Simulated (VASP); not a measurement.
# Rh (P6_3/mmc) in VASP: notebook

Rh is run at these levels: LDA; tasks: single point.

Everything below comes from runs of VASP 6.6.1. Logs are shortened: lines on timing, memory, paths and dates and some standing lists are left out, and cuts for length are marked.

### Step 1. The cell of the first run

The structure is hexagonal, space group P6_3/mmc (No. 194). Conventional cell: a = 2.731 Å, b = 2.731 Å, c = 4.428 Å, α = 90.00°, β = 90.00°, γ = 120.00°. Rh (site symmetry -6m2) has 12 Rh at 2.72 to 2.73 Å within 3.6 Å.

This isn't the form of Rh at room conditions, which is fcc.

### Step 2. Single point, LDA

The input, INCAR:

```
  PREC = Accurate
  ENCUT = 520
  EDIFF = 1E-6
  ISMEAR = 0
  SIGMA = 0.15
  LREAL = F
  LASPH = T
  NELM = 80
  ALGO = Fast
  ISIF = 2
  LWAVE = F
  LCHARG = T
  LELF = T
  LVHAR = T
  NBANDS = 22
```

The input, KPOINTS:

```
Automatic mesh
0
Gamma
  21 21 12
```

The input, POSCAR:

```
Rh
1.0
    2.7309790422      0.0000000000      0.0000000000
   -1.3654895211      2.3650972278      0.0000000000
    0.0000000000      0.0000000000      4.4284890000
Rh
2
Direct
    0.6666666667      0.3333333333      0.7500000000
    0.3333333333      0.6666666667      0.2500000000
```

Potentials or basis: VASP PAW LDA potentials, release 64 (Rh_pv).

On the command line:

```
cat potpaw_LDA.64/Rh_pv/POTCAR > POTCAR
mpirun -np 1 vasp_std > vasp.out
```

OUTCAR:

```text
PREC = Accurate
   ENCUT = 520
   EDIFF = 1E-6
   ISMEAR = 0
   LREAL = F
   LASPH = T
   NELM = 80
   ISIF = 2

 ion  position               nearest neighbor table
   1  0.667  0.333  0.750-   2 2.72   2 2.72   2 2.72   2 2.72   2 2.72   2 2.72
   2  0.333  0.667  0.250-   1 2.72   1 2.72   1 2.72   1 2.72   1 2.72   1 2.72

  LATTYP: Found a hexagonal cell.
 ALAT       =     2.7309790422
 C/A-ratio  =     1.6215756077

  Lattice vectors:

 A1 = (   2.7309790422,   0.0000000000,   0.0000000000)
 A2 = (  -1.3654895211,   2.3650972278,   0.0000000000)
 A3 = (   0.0000000000,   0.0000000000,   4.4284890000)

Analysis of symmetry for initial positions (statically):
=====================================================================
 Subroutine PRICEL returns:
 Original cell was already a primitive cell.

 Routine SETGRP: Setting up the symmetry group for a
 hexagonal supercell.

 Subroutine GETGRP returns: Found 24 space group operations
 (whereof 12 operations were pure point group operations)
 out of a pool of 24 trial point group operations.

The static configuration has the point symmetry D_3d.
 The point group associated with its full space group is D_6h.

Analysis of symmetry for dynamics (positions and initial velocities):
=====================================================================
 Subroutine PRICEL returns:
 Original cell was already a primitive cell.

 Routine SETGRP: Setting up the symmetry group for a
 hexagonal supercell.

 Subroutine GETGRP returns: Found 24 space group operations
 (whereof 12 operations were pure point group operations)
 out of a pool of 24 trial point group operations.

The dynamic configuration has the point symmetry D_3d.
 The point group associated with its full space group is D_6h.

 Subroutine INISYM returns: Found 24 space group operations
 (whereof 12 operations are pure point group operations),
 and found     1 'primitive' translations

----------------------------------------------------------------------------------------

                                     Primitive cell

  volume of cell :      28.6037

  direct lattice vectors                    reciprocal lattice vectors
     2.730979042  0.000000000  0.000000000     0.366169049  0.211407799  0.000000000
    -1.365489521  2.365097228  0.000000000     0.000000000  0.422815599  0.000000000
     0.000000000  0.000000000  4.428489000     0.000000000  0.000000000  0.225810655

  length of vectors
     2.730979042  2.730979042  4.428489000     0.422815599  0.422815599  0.225810655

  position of ions in fractional coordinates (direct lattice)
     0.666666667  0.333333333  0.750000000
     0.333333333  0.666666667  0.250000000

  ion indices of the primitive-cell ions
   primitive index   ion index
                 1           1
                 2           2

----------------------------------------------------------------------------------------

 KPOINTS: Automatic mesh

Automatic generation of k-mesh.
 Grid dimensions read from file:
 generate k-points for:   21   21   12

 Generating k-lattice:

  Cartesian coordinates                     Fractional coordinates (reciprocal lattice)
     0.017436621  0.010067038  0.000000000     0.047619048  0.000000000  0.000000000
     0.000000000  0.020134076  0.000000000     0.000000000  0.047619048  0.000000000
     0.000000000  0.000000000  0.018817555     0.000000000  0.000000000  0.083333333

  Length of vectors
     0.020134076  0.020134076  0.018817555

  Shift w.r.t. Gamma in fractional coordinates (k-lattice)
     0.000000000  0.000000000  0.000000000

 Subroutine IBZKPT returns following result:
 ===========================================

 Found    336 irreducible k-points:

 Following reciprocal coordinates:
            Coordinates               Weight
  0.000000  0.000000  0.000000      1.000000
  0.047619  0.000000  0.000000      6.000000
  0.095238 -0.000000  0.000000      6.000000
  0.142857 -0.000000  0.000000      6.000000
  0.190476 -0.000000  0.000000      6.000000
  0.238095  0.000000  0.000000      6.000000
[... 16 lines left out ...]
  0.142857  0.095238  0.000000     12.000000
  0.190476  0.095238  0.000000     12.000000
 [... further k-points ...]
   k-points           NKPTS =    336   k-points in BZ     NKDIM =    336   number of bands    NBANDS=     22
   number of dos      NEDOS =    301   number of ions     NIONS =      2
   total plane-waves  NPLWV =  14400
   dimension x,y,z NGX =    20 NGY =   20 NGZ =   36
   dimension x,y,z NGXF=    40 NGYF=   40 NGZF=   72
   ions per type =               2
   NGX,Y,Z   is equivalent  to a cutoff of  12.17, 12.17, 13.51 a.u.
   NGXF,Y,Z  is equivalent  to a cutoff of  24.35, 24.35, 27.03 a.u.
 SYSTEM =  unknown system
   PREC   = accura    normal or accurate (medium, high low for compatibility)
   ISTART =      0    job   : 0-new  1-cont  2-samecut
   ICHARG =      2    charge: 1-file 2-atom 10-const
   ISPIN  =      1    spin polarized calculation?
   LNONCOLLINEAR =      F non collinear calculations
   LSORBIT =      F    spin-orbit coupling
   LASPH  =      T    aspherical Exc in radial PAW
   ENCUT  =  520.0 eV  38.22 Ry    6.18 a.u.   5.08  5.08  8.23*2*pi/ulx,y,z
   NELM   =     80;   NELMIN=  2; NELMDL= -5     # of ELM steps
   EDIFF  = 0.1E-05   stopping-criterion for ELM
   LREAL  =      F    real-space projection
   EDIFFG = 0.1E-04   stopping-criterion for IOM
   NSW    =      0    number of steps for IOM
   IBRION =     -1    ionic relax: 0-MD 1-quasi-New 2-CG
   NFREE  =      0    steps in history (QN), initial steepest desc. (CG)
   ISIF   =      2    stress and relaxation
   ISYM   =      2    0-nonsym 1-usesym 2-fastsym
   POTIM  = 0.5000    time-step for ionic-motion
   TEBEG  =    0.0;   TEEND  =   0.0 temperature during run
   PSTRESS=    0.0 pullay stress
   NELECT =      30.0000    total number of electrons
   NUPDOWN=      -1.0000    fix difference up-down
   EMIN   =  10.00;   EMAX   =-10.00  energy-range for DOS
   EFERMI =   0.00;   METHOD = LEGACY
   ISMEAR =     0;   SIGMA  =   0.15  broadening in eV -4-tet -1-fermi 0-gaus
   EFERMI_NEDOS =   21; number of points for ismear=-14 and -15
   IALGO  =     68    algorithm
   IMIX   =      4    mixing-type and parameters
     AMIX     =   0.40;   BMIX     =  1.00
     AMIX_MAG =   1.60;   BMIX_MAG =  1.00
  volume/ion in A,a.u.               =      14.30        96.51
  Fermi-wavevector in a.u.,A,eV,Ry     =   1.663314  3.143208 37.642066  2.766614
  Thomas-Fermi vector in A             =   2.750053
   LORBIT       =      0    0 simple, 1 ext, 2 COOP (PROOUT), +10 PAW based schemes
   GGA     = CA    functional components
   LHFCALC =     F    Hartree Fock is set to
   AEXX    =    0.0000 exact exchange contribution
   IVDW    =     0    specifies the selected vdW correction
   LEPSILON=     F    determine dielectric tensor
   LRPA    =     F    only Hartree local field effects (RPA)
 non-spin polarized calculation
 RMM-DIIS sequential band-by-band and
 Gauss-broadening in eV      SIGMA  =   0.15
  energy-cutoff  :      520.00
  volume of cell :       28.60
 maximum number of plane-waves:       786
   NGX = 11   NGY = 11   NGZ = 17

 number of electron      30.0000009 magnetization

 Free energy of the ion-electron system (eV)
  ---------------------------------------------------
  ext. energy  EPLUGINS =         0.00000000
  ---------------------------------------------------
  free energy    TOTEN  =       -17.17967831 eV

  energy without entropy =      -17.14162279  energy(sigma->0) =      -17.16065055

 E-fermi :  11.0812     XC(G=0): -14.1006

 val. band max:       11.0810051069   @ k =   0.4286   0.0476   0.3333
 cond. band min:      11.0817846715   @ k =   0.1905  -0.0000   0.3333
 fundamental gap:      0.0007795646
 Fermi energy:        11.0812075374

 k-point     1 :       0.0000    0.0000    0.0000
  band No.  band energies     occupation
      1     -35.7596      2.00000
      2     -35.1780      2.00000
      3     -35.1780      2.00000
      4     -35.0977      2.00000
      5     -35.0836      2.00000
      6     -35.0836      2.00000
[... 14 lines left out ...]
     21      29.0693      0.00000
     22      29.6842      0.00000

 k-point     2 :       0.0476    0.0000    0.0000
  band No.  band energies     occupation
      1     -35.7549      2.00000
      2     -35.1888      2.00000
      3     -35.1815      2.00000
      4     -35.0996      2.00000
      5     -35.0948      2.00000
      6     -35.0853      2.00000
[... 14 lines left out ...]
     21      29.1601      0.00000
     22      29.7459      0.00000

 k-point     3 :       0.0952   -0.0000    0.0000
  band No.  band energies     occupation
      1     -35.7410      2.00000
      2     -35.2202      2.00000
      3     -35.1917      2.00000
      4     -35.1273      2.00000
      5     -35.1054      2.00000
      6     -35.0904      2.00000
[... 14 lines left out ...]
     21      29.4104      0.00000
     22      29.7588      0.00000

 k-point     4 :       0.1429   -0.0000    0.0000
  band No.  band energies     occupation
      1     -35.7187      2.00000
      2     -35.2695      2.00000
      3     -35.2073      2.00000
      4     -35.1778      2.00000
      5     -35.1150      2.00000
      6     -35.0987      2.00000
[... 14 lines left out ...]
     21      29.4743      0.00000
     22      29.7194      0.00000

 k-point     5 :       0.1905   -0.0000    0.0000
  band No.  band energies     occupation
      1     -35.6888      2.00000
      2     -35.3324      2.00000
      3     -35.2413      2.00000
      4     -35.2268      2.00000
      5     -35.1287      2.00000
      6     -35.1096      2.00000
[... 14 lines left out ...]
     21      29.1231      0.00000
     22      29.4671      0.00000

 k-point     6 :       0.2381    0.0000    0.0000
  band No.  band energies     occupation
      1     -35.6530      2.00000
      2     -35.4032      2.00000
      3     -35.3116      2.00000
      4     -35.2483      2.00000
      5     -35.1463      2.00000
      6     -35.1222      2.00000
[... 14 lines left out ...]
     21      27.9165      0.00000
     22      28.5302      0.00000

 k-point     7 :       0.2857   -0.0000    0.0000
  band No.  band energies     occupation
      1     -35.6131      2.00000
      2     -35.4757      2.00000
      3     -35.3824      2.00000
      4     -35.2700      2.00000
      5     -35.1675      2.00000
      6     -35.1353      2.00000
[... 324 lines left out ...]
      6     -35.1758      2.00000
[... 14 lines left out ...]
     21      23.7261      0.00000
     22      25.3961      0.00000

 k-point    21 :       0.4762    0.0476    0.0000
  band No.  band energies     occupation
      1     -35.6622      2.00000
      2     -35.5595      2.00000
      3     -35.4706      2.00000
      4     -35.3313      2.00000
      5     -35.2603      2.00000
      6     -35.1779      2.00000
[... 14 lines left out ...]
     21      23.5424      0.00000
     22      24.8468      0.00000

 k-point    22 :       0.0952    0.0952    0.0000
  band No.  band energies     occupation
      1     -35.7056      2.00000
      2     -35.2886      2.00000
      3     -35.2426      2.00000
      4     -35.1818      2.00000
      5     -35.1209      2.00000
      6     -35.1101      2.00000
[... 14 lines left out ...]
     21      28.2673      0.00000
     22      29.9665      0.00000

 k-point    23 :       0.1429    0.0952    0.0000
  band No.  band energies     occupation
      1     -35.6764      2.00000
      2     -35.3422      2.00000
      3     -35.2935      2.00000
      4     -35.2114      2.00000
      5     -35.1346      2.00000
      6     -35.1255      2.00000
[... 14 lines left out ...]
     21      27.1759      0.00000
     22      29.3891      0.00000

 k-point    24 :       0.1905    0.0952    0.0000
  band No.  band energies     occupation
      1     -35.6414      2.00000
      2     -35.4060      2.00000
      3     -35.3498      2.00000
      4     -35.2425      2.00000
      5     -35.1522      2.00000
      6     -35.1417      2.00000
[... 14 lines left out ...]
     21      26.3114      0.00000
     22      28.4882      0.00000

 [... further k-points ...]

------------------------ aborting loop because EDIFF is reached ----------------------------------------

  FORCE on cell =-STRESS in cart. coord.  units (eV):
  Direction    XX          YY          ZZ          XY          YZ          ZX
  --------------------------------------------------------------------------------------
  -------------------------------------------------------------------------------------
  Total       -3.2371803     -3.2371803     -3.5273236      0.0000000      0.0000000      0.0000000
  in kB     -181.3236835   -181.3236835   -197.5754361      0.0000000      0.0000000      0.0000000
  external PRESSURE =    -186.7409344 kB  Pullay stress =       0.0000000 kB

 VOLUME and BASIS-vectors are now :
 -----------------------------------------------------------------------------
  energy-cutoff  :      520.00
  volume of cell :       28.60
      direct lattice vectors                 reciprocal lattice vectors
     2.730979042  0.000000000  0.000000000     0.366169049  0.211407799  0.000000000
    -1.365489521  2.365097228  0.000000000     0.000000000  0.422815599  0.000000000
     0.000000000  0.000000000  4.428489000     0.000000000  0.000000000  0.225810655

 POSITION                                       TOTAL-FORCE (eV/Angst)
 -----------------------------------------------------------------------------------
      1.36549      0.78837      3.32137        -0.000000      0.000000      0.000000
     -0.00000      1.57673      1.10712         0.000000     -0.000000      0.000000
 -----------------------------------------------------------------------------------
    total drift:                               -0.000000      0.000000     -0.000000

  FREE ENERGIE OF THE ION-ELECTRON SYSTEM (eV)
  ---------------------------------------------------
  free  energy   TOTEN  =       -17.1796783093 eV

  energy  without entropy=      -17.1416227915  energy(sigma->0) =      -17.16065055
```

Wall time 1.9 min (1 thread of Intel Xeon Platinum 8259CL at 2.50GHz (Skylake/Cascade Lake), shared host); peak memory 0.25 GiB.

Results:

| Quantity | Value |
| --- | --- |
| Free energy | -17.1797 eV |
| Pressure | -18.7 GPa |
| Band gap on the k mesh | zero (bands 15 and 16 overlap by 2.24 eV) |

Stress tensor (GPa, compression positive):
```
-18.13   0.00   0.00
  0.00 -18.13   0.00
  0.00   0.00 -19.76
```

Levels at points of the mesh, in eV from the Fermi level:
| k point | band 13 | band 14 | band 15 | band 16 | band 17 | band 18 |
| --- | --- | --- | --- | --- | --- | --- |
| (0.00, 0.00, 0.00) | -2.39 | -1.79 | -1.79 | 0.13 | 0.13 | 0.71 |
| (0.00, 0.00, 0.50) | -2.97 | -2.97 | -0.42 | -0.42 | -0.42 | -0.42 |

Caveat: the cell stands under tension.

### Step 3. Single point, LDA

The input, INCAR:

```
SYSTEM = Rh
PREC     = Accurate       ! precision mode
ENCUT    = 520            ! plane-wave cutoff, eV
EDIFF    = 1E-7           ! SCF threshold, eV
ISMEAR   = 0              ! smearing method
SIGMA    = 0.15           ! smearing width, eV
LREAL    = .False.        ! projectors in reciprocal space
LASPH    = .True.         ! aspherical terms in the spheres
NELM     = 60             ! most SCF steps
ALGO     = Fast           ! electronic algorithm
ISIF     = 2              ! what is computed and relaxed
LWAVE    = .False.        ! write WAVECAR
LCHARG   = .False.        ! write CHGCAR
GGA      = CA             ! functional
NBANDS   = 22             ! bands
```

The input, KPOINTS:

```
Automatic mesh
0
Gamma
  24 24 12
  0 0 0
```

POSCAR is that of step 2.

Potentials or basis: VASP PAW LDA potentials, release 64 (Rh_pv).

On the command line:

```
cat potpaw_LDA.64/Rh_pv/POTCAR > POTCAR
mpirun -np 1 vasp_std > vasp.out
```

Run time: 2.8 min. Hardware: 1 thread of Intel Xeon Platinum 8259CL at 2.50GHz (Skylake/Cascade Lake), shared host; peak memory 0.3 GiB.

Results (log left out):

```yaml
Free_energy: -17.1797 eV
Pressure: -18.7 GPa
Band_gap_on_the_k_mesh: zero (bands 15 and 16 overlap by 2.27 eV)
```

Stress tensor (GPa, compression positive):
```
-18.15   0.00   0.00
  0.00 -18.15   0.00
  0.00   0.00 -19.73
```

Levels at points of the mesh, in eV from the Fermi level:
| k point | band 11 | band 12 | band 13 | band 14 | band 15 | band 16 | band 17 | band 18 | band 19 | band 20 |
| --- | --- | --- | --- | --- | --- | --- | --- | --- | --- | --- |
| (0.00, 0.00, 0.00) | -2.88 | -2.39 | -2.39 | -1.79 | -1.79 | 0.13 | 0.13 | 0.71 | 8.15 | 15.87 |
| (0.50, 0.00, 0.00) | -2.58 | -2.14 | -2.05 | 0.41 | 0.59 | 0.70 | 2.91 | 4.92 | 9.96 | 10.44 |
| (0.00, 0.00, 0.50) | -2.97 | -2.97 | -2.97 | -2.97 | -0.42 | -0.42 | -0.42 | -0.42 | 14.62 | 14.62 |
| (0.50, 0.00, 0.50) | -1.58 | -1.58 | -0.29 | -0.29 | 0.59 | 0.59 | 2.59 | 2.59 | 8.91 | 8.91 |

Caveat: the cell stands under tension.
